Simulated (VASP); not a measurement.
# Cu (Fm-3m) in VASP: further runs

Cu is run at these levels: LDA; tasks: single point, relaxation of cell and atoms.

Everything below comes from runs of VASP 6.6.1. Logs are shortened: lines on timing, memory, paths and dates and some standing lists are left out, and cuts for length are marked.

### Step 1. The cell of the first run

Symmetry: Fm-3m, No. 225, cubic system. Conventional cell: a = 3.518 Å, b = 3.518 Å, c = 3.518 Å, α = 90.00°, β = 90.00°, γ = 90.00°. Cu (site symmetry m-3m) has 12 Cu at 2.49 Å within 3.3 Å.

### Step 2. Single point, LDA

Contents of INCAR:

```
SYSTEM = Cu
PREC = Accurate ; ENCUT = 600
EDIFF = 1E-6 ; ISMEAR = 0
SIGMA = 0.1 ; LREAL = .False.
LASPH = .True. ; NELM = 120
ALGO = Normal ; ISIF = 2
LWAVE = .False. ; LCHARG = .False.
GGA = CA ; NBANDS = 12
GGA_COMPAT = .False.
```

Contents of KPOINTS:

```
regular mesh
0
Gamma
  18 18 18
  0 0 0
```

Contents of POSCAR:

```
Cu
1.0
    0.0000000000      1.7592131580      1.7592131580
    1.7592131580      0.0000000000      1.7592131580
    1.7592131580      1.7592131580      0.0000000000
Cu
1
Direct
    0.0000000000      0.0000000000      0.0000000000
```

Potentials or basis: VASP PAW LDA potentials, release 64 (Cu).

Command:

```console
cat potpaw_LDA.64/Cu/POTCAR > POTCAR
mpirun -np 1 vasp_std > vasp.out
```

OUTCAR:

```text
SYSTEM = Cu
   PREC = Accurate
   ENCUT = 600
   EDIFF = 1E-6
   ISMEAR = 0
   LREAL = .False.
   LASPH = .True.
   NELM = 120
   ISIF = 2
   GGA = CA

 ion  position               nearest neighbor table
   1  0.000  0.000  0.000-

  LATTYP: Found a face centered cubic cell.
 ALAT       =     3.5184263160

  Lattice vectors:

 A1 = (   0.0000000000,   1.7592131580,   1.7592131580)
 A2 = (   1.7592131580,   0.0000000000,   1.7592131580)
 A3 = (   1.7592131580,   1.7592131580,   0.0000000000)

Analysis of symmetry for initial positions (statically):
=====================================================================
 Subroutine PRICEL returns:
 Original cell was already a primitive cell.

 Routine SETGRP: Setting up the symmetry group for a
 face centered cubic supercell.

 Subroutine GETGRP returns: Found 48 space group operations
 (whereof 48 operations were pure point group operations)
 out of a pool of 48 trial point group operations.

The static configuration has the point symmetry O_h .

Analysis of symmetry for dynamics (positions and initial velocities):
=====================================================================
 Subroutine PRICEL returns:
 Original cell was already a primitive cell.

 Routine SETGRP: Setting up the symmetry group for a
 face centered cubic supercell.

 Subroutine GETGRP returns: Found 48 space group operations
 (whereof 48 operations were pure point group operations)
 out of a pool of 48 trial point group operations.

The dynamic configuration has the point symmetry O_h .

 Subroutine INISYM returns: Found 48 space group operations
 (whereof 48 operations are pure point group operations),
 and found     1 'primitive' translations

----------------------------------------------------------------------------------------

                                     Primitive cell

  volume of cell :      10.8889

  direct lattice vectors                    reciprocal lattice vectors
     0.000000000  1.759213158  1.759213158    -0.284217974  0.284217974  0.284217974
     1.759213158  0.000000000  1.759213158     0.284217974 -0.284217974  0.284217974
     1.759213158  1.759213158  0.000000000     0.284217974  0.284217974 -0.284217974

  length of vectors
     2.487903107  2.487903107  2.487903107     0.492279972  0.492279972  0.492279972

  position of ions in fractional coordinates (direct lattice)
     0.000000000  0.000000000  0.000000000

  ion indices of the primitive-cell ions
   primitive index   ion index
                 1           1

----------------------------------------------------------------------------------------

 KPOINTS: regular mesh

Automatic generation of k-mesh.
 Grid dimensions read from file:
 generate k-points for:   18   18   18

 Generating k-lattice:

  Cartesian coordinates                     Fractional coordinates (reciprocal lattice)
    -0.015789887  0.015789887  0.015789887     0.055555556  0.000000000  0.000000000
     0.015789887 -0.015789887  0.015789887     0.000000000  0.055555556  0.000000000
     0.015789887  0.015789887 -0.015789887     0.000000000  0.000000000  0.055555556

  Length of vectors
     0.027348887  0.027348887  0.027348887

  Shift w.r.t. Gamma in fractional coordinates (k-lattice)
     0.000000000  0.000000000  0.000000000

 Subroutine IBZKPT returns following result:
 ===========================================

 Found    195 irreducible k-points:

 Following reciprocal coordinates:
            Coordinates               Weight
  0.000000  0.000000  0.000000      1.000000
  0.055556  0.000000  0.000000      8.000000
  0.111111  0.000000  0.000000      8.000000
  0.166667  0.000000  0.000000      8.000000
  0.222222  0.000000  0.000000      8.000000
  0.277778  0.000000  0.000000      8.000000
[... 16 lines left out ...]
 -0.277778  0.055556  0.000000     24.000000
 -0.222222  0.055556  0.000000     24.000000
 [... further k-points ...]
   k-points           NKPTS =    195   k-points in BZ     NKDIM =    195   number of bands    NBANDS=     12
   number of dos      NEDOS =    301   number of ions     NIONS =      1
   total plane-waves  NPLWV =   8000
   dimension x,y,z NGX =    20 NGY =   20 NGZ =   20
   dimension x,y,z NGXF=    40 NGYF=   40 NGZF=   40
   ions per type =               1
   NGX,Y,Z   is equivalent  to a cutoff of  13.36, 13.36, 13.36 a.u.
   NGXF,Y,Z  is equivalent  to a cutoff of  26.73, 26.73, 26.73 a.u.
 SYSTEM =  Cu
   PREC   = accura    normal or accurate (medium, high low for compatibility)
   ISTART =      0    job   : 0-new  1-cont  2-samecut
   ICHARG =      2    charge: 1-file 2-atom 10-const
   ISPIN  =      1    spin polarized calculation?
   LNONCOLLINEAR =      F non collinear calculations
   LSORBIT =      F    spin-orbit coupling
   LASPH  =      T    aspherical Exc in radial PAW
   ENCUT  =  600.0 eV  44.10 Ry    6.64 a.u.   4.97  4.97  4.97*2*pi/ulx,y,z
   NELM   =    120;   NELMIN=  2; NELMDL= -5     # of ELM steps
   EDIFF  = 0.1E-05   stopping-criterion for ELM
   LREAL  =      F    real-space projection
   EDIFFG = 0.1E-04   stopping-criterion for IOM
   NSW    =      0    number of steps for IOM
   IBRION =     -1    ionic relax: 0-MD 1-quasi-New 2-CG
   NFREE  =      0    steps in history (QN), initial steepest desc. (CG)
   ISIF   =      2    stress and relaxation
   ISYM   =      2    0-nonsym 1-usesym 2-fastsym
   POTIM  = 0.5000    time-step for ionic-motion
   TEBEG  =    0.0;   TEEND  =   0.0 temperature during run
   PSTRESS=    0.0 pullay stress
   NELECT =      11.0000    total number of electrons
   NUPDOWN=      -1.0000    fix difference up-down
   EMIN   =  10.00;   EMAX   =-10.00  energy-range for DOS
   EFERMI =   0.00;   METHOD = LEGACY
   ISMEAR =     0;   SIGMA  =   0.10  broadening in eV -4-tet -1-fermi 0-gaus
   EFERMI_NEDOS =   21; number of points for ismear=-14 and -15
   IALGO  =     38    algorithm
   IMIX   =      4    mixing-type and parameters
     AMIX     =   0.40;   BMIX     =  1.00
     AMIX_MAG =   1.60;   BMIX_MAG =  1.00
  volume/ion in A,a.u.               =      10.89        73.48
  Fermi-wavevector in a.u.,A,eV,Ry     =   1.642646  3.104150 36.712400  2.698285
  Thomas-Fermi vector in A             =   2.732913
   LORBIT       =      0    0 simple, 1 ext, 2 COOP (PROOUT), +10 PAW based schemes
   GGA     = CA    functional components
   LHFCALC =     F    Hartree Fock is set to
   AEXX    =    0.0000 exact exchange contribution
   IVDW    =     0    specifies the selected vdW correction
   LEPSILON=     F    determine dielectric tensor
   LRPA    =     F    only Hartree local field effects (RPA)
 non-spin polarized calculation
 Gauss-broadening in eV      SIGMA  =   0.10
  energy-cutoff  :      600.00
  volume of cell :       10.89
 maximum number of plane-waves:       375
   NGX =  9   NGY =  9   NGZ =  9

 number of electron      10.9999998 magnetization

 Free energy of the ion-electron system (eV)
  ---------------------------------------------------
  ext. energy  EPLUGINS =         0.00000000
  ---------------------------------------------------
  free energy    TOTEN  =        -4.70809722 eV

  energy without entropy =       -4.70644126  energy(sigma->0) =       -4.70726924

 E-fermi :   8.3712     XC(G=0): -13.5838

 val. band max:        8.3563549235   @ k =   0.5000   0.3333   0.1667
 cond. band min:       8.3833780558   @ k =  -0.4444   0.1111   0.0556
 fundamental gap:      0.0270231324
 Fermi energy:         8.3712076223

 k-point     1 :       0.0000    0.0000    0.0000
  band No.  band energies     occupation
      1      -1.5821      2.00000
      2       5.0705      2.00000
      3       5.0705      2.00000
      4       5.0705      2.00000
      5       6.0207      2.00000
      6       6.0207      2.00000
      7      31.7221      0.00000
      8      34.8427      0.00000
      9      34.8427      0.00000
     10      34.8427      0.00000
     11      37.4615      0.00000
     12      37.4615      0.00000

 k-point     2 :       0.0556    0.0000    0.0000
  band No.  band energies     occupation
      1      -1.4628      2.00000
      2       5.0430      2.00000
      3       5.0949      2.00000
      4       5.0949      2.00000
      5       6.0108      2.00000
      6       6.0108      2.00000
      7      31.1586      0.00000
      8      33.3589      0.00000
      9      34.4785      0.00000
     10      34.4785      0.00000
     11      37.9839      0.00000
     12      37.9839      0.00000

 k-point     3 :       0.1111    0.0000    0.0000
  band No.  band energies     occupation
      1      -1.1093      2.00000
      2       4.9683      2.00000
      3       5.1581      2.00000
      4       5.1581      2.00000
      5       5.9903      2.00000
      6       5.9903      2.00000
      7      28.8261      0.00000
      8      32.5946      0.00000
      9      33.8050      0.00000
     10      33.8050      0.00000
     11      39.0623      0.00000
     12      39.0630      0.00000
[... 286 lines left out ...]
 k-point    23 :      -0.2778    0.0556    0.0000
  band No.  band energies     occupation
      1       1.4747      2.00000
      2       4.7977      2.00000
      3       5.1947      2.00000
      4       5.2451      2.00000
      5       6.1220      2.00000
      6       6.4265      2.00000
      7      19.3421      0.00000
      8      29.0082      0.00000
      9      32.3407      0.00000
     10      33.8788      0.00000
     11      35.7589      0.00000
     12      37.4685      0.00000

 k-point    24 :      -0.2222    0.0556    0.0000
  band No.  band energies     occupation
      1       0.6005      2.00000
      2       4.7382      2.00000
      3       5.2509      2.00000
      4       5.2946      2.00000
      5       5.9612      2.00000
      6       6.2402      2.00000
      7      22.0853      0.00000
      8      29.3239      0.00000
      9      33.0286      0.00000
     10      34.4208      0.00000
     11      36.9906      0.00000
     12      37.6075      0.00000

 [... further k-points ...]

------------------------ aborting loop because EDIFF is reached ----------------------------------------

  FORCE on cell =-STRESS in cart. coord.  units (eV):
  Direction    XX          YY          ZZ          XY          YZ          ZX
  --------------------------------------------------------------------------------------
  -------------------------------------------------------------------------------------
  Total        0.0656319      0.0656319      0.0656319     -0.0000000      0.0000000     -0.0000000
  in kB        9.6569613      9.6569613      9.6569613     -0.0000000      0.0000000     -0.0000000
  external PRESSURE =       9.6569613 kB  Pullay stress =       0.0000000 kB

 VOLUME and BASIS-vectors are now :
 -----------------------------------------------------------------------------
  energy-cutoff  :      600.00
  volume of cell :       10.89
      direct lattice vectors                 reciprocal lattice vectors
     0.000000000  1.759213158  1.759213158    -0.284217974  0.284217974  0.284217974
     1.759213158  0.000000000  1.759213158     0.284217974 -0.284217974  0.284217974
     1.759213158  1.759213158  0.000000000     0.284217974  0.284217974 -0.284217974

 POSITION                                       TOTAL-FORCE (eV/Angst)
 -----------------------------------------------------------------------------------
      0.00000      0.00000      0.00000        -0.000000     -0.000000     -0.000000
 -----------------------------------------------------------------------------------
    total drift:                                0.000000     -0.000000      0.000000

  FREE ENERGIE OF THE ION-ELECTRON SYSTEM (eV)
  ---------------------------------------------------
  free  energy   TOTEN  =        -4.7080972156 eV

  energy  without entropy=       -4.7064412617  energy(sigma->0) =       -4.70726924
```

It took 51 s on 1 thread of Intel Xeon 8259CL, shared host; peak memory 0.14 GiB.

What came out:

```
Free energy            : -4.7081 eV
Pressure               : 1.0 GPa
Band gap on the k mesh : zero (an odd number of electrons rules out a gap without spin polarisation)
```

### Step 3. Single point, LDA

Contents of INCAR:

```
SYSTEM = Cu
PREC = Accurate ; ENCUT = 600
EDIFF = 1E-6 ; ISMEAR = -1
SIGMA = 0.15 ; LREAL = .FALSE.
LASPH = .TRUE. ; NELM = 120
ALGO = Normal ; ISIF = 2
LWAVE = .FALSE. ; LCHARG = .FALSE.
GGA = CA ; NBANDS = 12
GGA_COMPAT = .FALSE.
```

Contents of KPOINTS:

```
Automatic mesh
0
G
  18 18 18
  0 0 0
```

Contents of POSCAR:

```
Cu
1.0
    0.0000000000      1.7592409150      1.7592409150
    1.7592409150      0.0000000000      1.7592409150
    1.7592409150      1.7592409150      0.0000000000
Cu
1
Direct
    0.0000000000      0.0000000000      0.0000000000
```

Potentials or basis: VASP PAW LDA potentials, release 64 (Cu).

Command:

```console
cat potpaw_LDA.64/Cu/POTCAR > POTCAR
mpirun -np 1 vasp_std > vasp.out
```

Wall time 49 s (1 thread of Intel Xeon 8259CL, shared host); peak memory 0.14 GiB.

It converged, with:

* Free energy: -4.7184 eV
* Pressure: 1.0 GPa
* Band gap on the k mesh: zero (an odd number of electrons rules out a gap without spin polarisation)

Levels at points of the mesh, in eV from the Fermi level:
```csv
k point,band 4,band 5,band 6,band 7,band 8,band 9
"(0.00, 0.00, 0.00)",-3.35,-2.40,-2.40,23.31,26.43,26.43
"(0.50, 0.00, 0.00)",-1.75,-1.75,-1.23,4.14,21.79,23.19
"(0.50, 0.50, 0.00)",-1.59,-1.59,1.42,7.69,13.63,13.63
```

(Continued in part 2 of 2.)

The gap in the log of VASP goes by the Fermi energy; the results here count the filled bands.